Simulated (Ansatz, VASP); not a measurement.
CsI: VASP beside Ansatz

```
Cs I
1.0
     4.50319    0.01126    0.01126
     0.01126    4.50319    0.01126
     0.01126    0.01126    4.50319
Cs I
1 1
Direct
  0.00000 0.00000 0.00000
  0.50000 0.50000 0.50000
```

Change from the starting cell: equal xy, yz and zx engineering shears of +0.5 %.

Alike in both runs: task relaxation of the atoms; functional PBEsol; k mesh 6 × 6 × 6; no spin polarisation.

|  | VASP | Ansatz |
| --- | --- | --- |
| version | VASP 6.6.1 | Ansatz 0.2.0 |
| potentials or method | VASP PAW PBE potentials, release 64 (Cs_sv, I), cutoff 450 eV | all-electron LAPW, scalar-relativistic |
| occupations | gaussian, width 0.01 eV | fixed |

```tsv
	VASP	Ansatz	Ansatz less VASP
gap on the k mesh at the Fermi level, each at its own relaxed structure (eV)	3.84	3.85	+0.014
```

VASP's potentials were made for PBE, not for PBEsol. Ansatz ran all-electron here, and VASP with PAW potentials.

Neither program's run includes spin-orbit coupling. Noted on VASP's run: the relaxation stopped at its first step, so nothing moved.
